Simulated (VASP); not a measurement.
# CdF3 (Pmmn) in VASP: further runs

Runs on CdF3. Level: PBE. Tasks: single point.

Everything below comes from runs of VASP 6.6.1. Logs are shortened: lines on timing, memory, paths and dates and some standing lists are left out, and cuts for length are marked.

## (1) The cell of the first run

The structure is orthorhombic, space group Pmmn (No. 59). The conventional cell has a = 3.737 Å, b = 5.488 Å, c = 6.223 Å, α = 90.00°, β = 90.00°, γ = 90.00°. Within 2.7 Å of Cd (site symmetry mm2) lie 7 F at 2.07 to 2.32 Å. F (site symmetry m) has 3 Cd at 2.30 to 2.32 Å and 5 F at 2.61 to 2.81 Å within 3.0 Å. Within 2.7 Å of F (site symmetry mm2) lie 1 Cd at 2.07 Å and 2 F at 2.70 Å.

## (2) Single point, PBE

INCAR

```
SYSTEM = CdF3
ALGO     = Normal         ! electronic algorithm
EDIFF    = 1E-6           ! SCF threshold, eV
ENCUT    = 520            ! plane-wave cutoff, eV
GGA      = PE             ! functional
ISIF     = 2              ! what is computed and relaxed
ISMEAR   = 0              ! smearing method
LASPH    = .True.         ! aspherical terms in the spheres
LCHARG   = .False.        ! write CHGCAR
LREAL    = .False.        ! projectors in reciprocal space
LWAVE    = .False.        ! write WAVECAR
NBANDS   = 43             ! bands
NELM     = 100            ! most SCF steps
PREC     = Accurate       ! precision mode
SIGMA    = 0.1            ! smearing width, eV
```

KPOINTS

```
k-points
0
Gamma
  4 4 4
  0 0 0
```

POSCAR

```
CdF3
1.0
    5.4877171654      0.0000000000      0.0000000000
    0.0000000000      3.7370631905      0.0000000000
    0.0000000000      0.0000000000      6.2226295297
Cd F
2 6
Direct
    0.5000000000      0.0000000000     -0.1510396411
    0.0000000000      0.5000000000      1.1510396411
    0.7555922238      0.0000000000      0.1461569163
    0.2444077762      0.0000000000      0.1461569163
    0.2555922238      0.5000000000      0.8538430837
    0.7444077762      0.5000000000      0.8538430837
    0.5000000000      0.0000000000      0.5166676770
    0.0000000000      0.5000000000      0.4833323230
```

Potentials or basis: VASP PAW PBE potentials, release 64 (Cd, F).

On the command line:

```sh
> cat potpaw_PBE.64/Cd/POTCAR potpaw_PBE.64/F/POTCAR > POTCAR
> mpirun -np 1 vasp_std > vasp.out
```

OUTCAR:

```text
SYSTEM = CdF3
   EDIFF = 1E-6
   ENCUT = 520
   GGA = PE
   ISIF = 2
   ISMEAR = 0
   LASPH = .True.
   LREAL = .False.
   NELM = 100
   PREC = Accurate

 ion  position               nearest neighbor table
   1  0.500  0.000  0.849-   7 2.07   6 2.30   5 2.30   5 2.30   6 2.30   4 2.32   3 2.32
   2  0.000  0.500  0.151-   8 2.07   4 2.30   3 2.30   3 2.30   4 2.30   6 2.32   5 2.32
   3  0.756  0.000  0.146-   2 2.30   2 2.30   1 2.32
   4  0.244  0.000  0.146-   2 2.30   2 2.30   1 2.32
   5  0.256  0.500  0.854-   1 2.30   1 2.30   2 2.32
   6  0.744  0.500  0.854-   1 2.30   1 2.30   2 2.32
   7  0.500  0.000  0.517-   1 2.07
   8  0.000  0.500  0.483-   2 2.07

  LATTYP: Found a simple orthorhombic cell.
 ALAT       =     3.7370631905
 B/A-ratio  =     1.4684571509
 C/A-ratio  =     1.6651122051

  Lattice vectors:

 A1 = (   0.0000000000,  -3.7370631905,   0.0000000000)
 A2 = (   5.4877171654,   0.0000000000,   0.0000000000)
 A3 = (   0.0000000000,   0.0000000000,   6.2226295297)

Analysis of symmetry for initial positions (statically):
=====================================================================
 Subroutine PRICEL returns:
 Original cell was already a primitive cell.

 Routine SETGRP: Setting up the symmetry group for a
 simple orthorhombic supercell.

 Subroutine GETGRP returns: Found  8 space group operations
 (whereof  4 operations were pure point group operations)
 out of a pool of  8 trial point group operations.

The static configuration has the point symmetry C_2v.
 The point group associated with its full space group is D_2h.

Analysis of symmetry for dynamics (positions and initial velocities):
=====================================================================
 Subroutine PRICEL returns:
 Original cell was already a primitive cell.

 Routine SETGRP: Setting up the symmetry group for a
 simple orthorhombic supercell.

 Subroutine GETGRP returns: Found  8 space group operations
 (whereof  4 operations were pure point group operations)
 out of a pool of  8 trial point group operations.

The dynamic configuration has the point symmetry C_2v.
 The point group associated with its full space group is D_2h.

 Subroutine INISYM returns: Found  8 space group operations
 (whereof  4 operations are pure point group operations),
 and found     1 'primitive' translations

----------------------------------------------------------------------------------------

                                     Primitive cell

  volume of cell :     127.6133

  direct lattice vectors                    reciprocal lattice vectors
     5.487717165  0.000000000  0.000000000     0.182225135  0.000000000  0.000000000
     0.000000000  3.737063190  0.000000000     0.000000000  0.267589802  0.000000000
     0.000000000  0.000000000  6.222629530     0.000000000  0.000000000  0.160703766

  length of vectors
     5.487717165  3.737063190  6.222629530     0.182225135  0.267589802  0.160703766

  position of ions in fractional coordinates (direct lattice)
     0.500000000  0.000000000  0.848960359
     0.000000000  0.500000000  0.151039641
     0.755592224  0.000000000  0.146156916
     0.244407776  0.000000000  0.146156916
     0.255592224  0.500000000  0.853843084
     0.744407776  0.500000000  0.853843084
     0.500000000  0.000000000  0.516667677
     0.000000000  0.500000000  0.483332323

  ion indices of the primitive-cell ions
   primitive index   ion index
                 1           1
                 2           2
                 3           3
                 4           4
                 5           5
                 6           6
                 7           7
                 8           8

----------------------------------------------------------------------------------------

 KPOINTS: k-points

Automatic generation of k-mesh.
 Grid dimensions read from file:
 generate k-points for:    4    4    4

 Generating k-lattice:

  Cartesian coordinates                     Fractional coordinates (reciprocal lattice)
     0.045556284  0.000000000  0.000000000     0.250000000  0.000000000  0.000000000
     0.000000000  0.066897451  0.000000000     0.000000000  0.250000000  0.000000000
     0.000000000  0.000000000  0.040175942     0.000000000  0.000000000  0.250000000

  Length of vectors
     0.045556284  0.066897451  0.040175942

  Shift w.r.t. Gamma in fractional coordinates (k-lattice)
     0.000000000  0.000000000  0.000000000

 Subroutine IBZKPT returns following result:
 ===========================================

 Found     27 irreducible k-points:

 Following reciprocal coordinates:
            Coordinates               Weight
  0.000000  0.000000  0.000000      1.000000
  0.250000  0.000000  0.000000      2.000000
  0.500000  0.000000  0.000000      1.000000
  0.000000  0.250000  0.000000      2.000000
  0.250000  0.250000  0.000000      4.000000
  0.500000  0.250000  0.000000      2.000000
[... 16 lines left out ...]
  0.250000  0.250000  0.500000      4.000000
  0.500000  0.250000  0.500000      2.000000
 [... further k-points ...]
   k-points           NKPTS =     27   k-points in BZ     NKDIM =     27   number of bands    NBANDS=     43
   number of dos      NEDOS =    301   number of ions     NIONS =      8
   total plane-waves  NPLWV =  56448
   dimension x,y,z NGX =    42 NGY =   28 NGZ =   48
   dimension x,y,z NGXF=    84 NGYF=   56 NGZF=   96
   ions per type =               2   6
   NGX,Y,Z   is equivalent  to a cutoff of  12.72, 12.46, 12.82 a.u.
   NGXF,Y,Z  is equivalent  to a cutoff of  25.45, 24.91, 25.65 a.u.
 SYSTEM =  CdF3
   PREC   = accura    normal or accurate (medium, high low for compatibility)
   ISTART =      0    job   : 0-new  1-cont  2-samecut
   ICHARG =      2    charge: 1-file 2-atom 10-const
   ISPIN  =      1    spin polarized calculation?
   LNONCOLLINEAR =      F non collinear calculations
   LSORBIT =      F    spin-orbit coupling
   LASPH  =      T    aspherical Exc in radial PAW
   ENCUT  =  520.0 eV  38.22 Ry    6.18 a.u.  10.20  6.95 11.57*2*pi/ulx,y,z
   NELM   =    100;   NELMIN=  2; NELMDL= -5     # of ELM steps
   EDIFF  = 0.1E-05   stopping-criterion for ELM
   LREAL  =      F    real-space projection
   EDIFFG = 0.1E-04   stopping-criterion for IOM
   NSW    =      0    number of steps for IOM
   IBRION =     -1    ionic relax: 0-MD 1-quasi-New 2-CG
   NFREE  =      0    steps in history (QN), initial steepest desc. (CG)
   ISIF   =      2    stress and relaxation
   ISYM   =      2    0-nonsym 1-usesym 2-fastsym
   POTIM  = 0.5000    time-step for ionic-motion
   TEBEG  =    0.0;   TEEND  =   0.0 temperature during run
   PSTRESS=    0.0 pullay stress
   NELECT =      66.0000    total number of electrons
   NUPDOWN=      -1.0000    fix difference up-down
   EMIN   =  10.00;   EMAX   =-10.00  energy-range for DOS
   EFERMI =   0.00;   METHOD = LEGACY
   ISMEAR =     0;   SIGMA  =   0.10  broadening in eV -4-tet -1-fermi 0-gaus
   EFERMI_NEDOS =   21; number of points for ismear=-14 and -15
   IALGO  =     38    algorithm
   IMIX   =      4    mixing-type and parameters
     AMIX     =   0.40;   BMIX     =  1.00
     AMIX_MAG =   1.60;   BMIX_MAG =  1.00
  volume/ion in A,a.u.               =      15.95       107.65
  Fermi-wavevector in a.u.,A,eV,Ry     =   1.314087  2.483264 23.494874  1.726825
  Thomas-Fermi vector in A             =   2.444364
   LORBIT       =      0    0 simple, 1 ext, 2 COOP (PROOUT), +10 PAW based schemes
   GGA     = PE    functional components
   LHFCALC =     F    Hartree Fock is set to
   AEXX    =    0.0000 exact exchange contribution
   IVDW    =     0    specifies the selected vdW correction
   LEPSILON=     F    determine dielectric tensor
   LRPA    =     F    only Hartree local field effects (RPA)
 non-spin polarized calculation
 Gauss-broadening in eV      SIGMA  =   0.10
  energy-cutoff  :      520.00
  volume of cell :      127.61
 maximum number of plane-waves:      3464
 NGX is ok and might be reduce to    42
   NGX = 21   NGY = 13   NGZ = 23

 number of electron      65.9999979 magnetization

 Free energy of the ion-electron system (eV)
  ---------------------------------------------------
  ext. energy  EPLUGINS =         0.00000000
  ---------------------------------------------------
  free energy    TOTEN  =       -23.35795186 eV

  energy without entropy =      -23.24845471  energy(sigma->0) =      -23.30320328

 E-fermi :  -3.7454     XC(G=0):  -8.8012

 val. band max:       -3.7465672086   @ k =   0.0000   0.5000   0.2500
 cond. band min:      -3.7436715537   @ k =   0.0000   0.0000   0.5000
 fundamental gap:      0.0028956550
 Fermi energy:        -3.7453754382

 k-point     1 :       0.0000    0.0000    0.0000
  band No.  band energies     occupation
      1     -24.3027      2.00000
      2     -23.9157      2.00000
      3     -23.8047      2.00000
      4     -23.4877      2.00000
      5     -23.2620      2.00000
      6     -23.2021      2.00000
[... 35 lines left out ...]
     42      10.1580      0.00000
     43      10.4512      0.00000

 k-point     2 :       0.2500    0.0000    0.0000
  band No.  band energies     occupation
      1     -24.2515      2.00000
      2     -23.9840      2.00000
      3     -23.7519      2.00000
      4     -23.5344      2.00000
      5     -23.2505      2.00000
      6     -23.2084      2.00000
[... 35 lines left out ...]
     42      10.6083      0.00000
     43      11.2720      0.00000

 k-point     3 :       0.5000    0.0000    0.0000
  band No.  band energies     occupation
      1     -24.1237      2.00000
      2     -24.1237      2.00000
      3     -23.6434      2.00000
      4     -23.6434      2.00000
      5     -23.2276      2.00000
      6     -23.2276      2.00000
[... 919 lines left out ...]
      6     -23.2143      2.00000
[... 35 lines left out ...]
     42       9.6993      0.00000
     43      10.5948      0.00000

 k-point    24 :       0.5000    0.2500    0.5000
  band No.  band energies     occupation
      1     -24.0325      2.00000
      2     -24.0325      2.00000
      3     -23.7124      2.00000
      4     -23.7124      2.00000
      5     -23.2280      2.00000
      6     -23.2280      2.00000
[... 35 lines left out ...]
     42       9.9164      0.00000
     43      11.7888      0.00000

 [... further k-points ...]

------------------------ aborting loop because EDIFF is reached ----------------------------------------

  FORCE on cell =-STRESS in cart. coord.  units (eV):
  Direction    XX          YY          ZZ          XY          YZ          ZX
  --------------------------------------------------------------------------------------
  -------------------------------------------------------------------------------------
  Total        0.5157560      0.2766118      0.6491299      0.0000000      0.0000000      0.0000000
  in kB        6.4752834      3.4728437      8.1497837      0.0000000      0.0000000      0.0000000
  external PRESSURE =       6.0326369 kB  Pullay stress =       0.0000000 kB

 VOLUME and BASIS-vectors are now :
 -----------------------------------------------------------------------------
  energy-cutoff  :      520.00
  volume of cell :      127.61
      direct lattice vectors                 reciprocal lattice vectors
     5.487717165  0.000000000  0.000000000     0.182225135  0.000000000  0.000000000
     0.000000000  3.737063190  0.000000000     0.000000000  0.267589802  0.000000000
     0.000000000  0.000000000  6.222629530     0.000000000  0.000000000  0.160703766

 POSITION                                       TOTAL-FORCE (eV/Angst)
 -----------------------------------------------------------------------------------
      2.74386      0.00000      5.28277         0.000000      0.000000      0.114461
      0.00000      1.86853      0.93986         0.000000      0.000000     -0.114461
      4.14648      0.00000      0.90948        -0.029657      0.000000      0.031918
      1.34124      0.00000      0.90948         0.029657      0.000000      0.031918
      1.40262      1.86853      5.31315        -0.029657      0.000000     -0.031918
      4.08510      1.86853      5.31315         0.029657     -0.000000     -0.031918
      2.74386      0.00000      3.21503         0.000000      0.000000     -0.202940
      0.00000      1.86853      3.00760         0.000000      0.000000      0.202940
 -----------------------------------------------------------------------------------
    total drift:                               -0.000000      0.000000     -0.000000

  FREE ENERGIE OF THE ION-ELECTRON SYSTEM (eV)
  ---------------------------------------------------
  free  energy   TOTEN  =       -23.3579518572 eV

  energy  without entropy=      -23.2484547106  energy(sigma->0) =      -23.30320328
```

Wall time 5.8 min (1 thread of Oxide Virtual Turin-like, shared host); peak memory 0.24 GiB.

Results:

| Item | Value |
| --- | --- |
| Free energy | -23.3580 eV |
| Pressure | 0.6 GPa |
| Largest force | 0.203 eV/Å |
| Band gap on the k mesh | zero (band 33 reaches -3.60 eV, above the bottom of band 34 at -3.87 eV) |

Forces in eV/Å, atoms in the order of the input:
```
Cd   0.000  0.000  0.114
Cd   0.000  0.000 -0.114
F   -0.030  0.000  0.032
F    0.030  0.000  0.032
F   -0.030  0.000 -0.032
F    0.030  0.000 -0.032
F    0.000  0.000 -0.203
F    0.000  0.000  0.203
```

Caveat: the k points lie up to 0.42 Å⁻¹ apart.

(Continued in part 2 of 2.)
